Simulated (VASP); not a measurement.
## PtSe2: single point with PBE

PtSe2:

```
CELL_PARAMETERS angstrom
0.00000 3.11416 3.11416
3.11416 0.00000 3.11416
3.11416 3.11416 0.00000
ATOMIC_POSITIONS crystal
Pt 0.00000 0.00000 0.00000
Se 0.25000 0.25000 0.25000
Se 0.75000 0.75000 0.75000
```

```yaml
Program: VASP 6.6.1
Task: single point
Functional: PBE
Potentials_or_basis: VASP PAW PBE potentials, release 64 (Pt, Se)
Cutoff: 520 eV
k_mesh: 6 × 6 × 6
Occupations: fermi-dirac, width 0.02 eV
Spin: no spin polarisation
```

```yaml
Pressure: 3.5 GPa
Band_gap_on_the_k_mesh: zero (bands 11 and 12 overlap by 0.48 eV)
```

Levels at points of the mesh, in eV from the Fermi level:
| k point | band 8 | band 9 | band 10 | band 11 | band 12 | band 13 | band 14 | band 15 |
| --- | --- | --- | --- | --- | --- | --- | --- | --- |
| (0.00, 0.00, 0.00) | -1.38 | -1.38 | -1.38 | 0.04 | 0.04 | 0.04 | 1.66 | 3.13 |
| (0.50, 0.00, 0.00) | -3.89 | -3.89 | -3.85 | -2.60 | 0.17 | 0.17 | 4.41 | 6.13 |
| (0.50, 0.50, 0.00) | -4.01 | -3.73 | -2.78 | 0.46 | 1.31 | 1.31 | 1.70 | 6.33 |

Run time: 28 s on 1 thread of Intel Xeon 8259CL, with other jobs on the host, peak memory 0.2 GiB.

Caveat: the cell stands under pressure; spin-orbit coupling is left out, which moves the levels of the heavy elements.
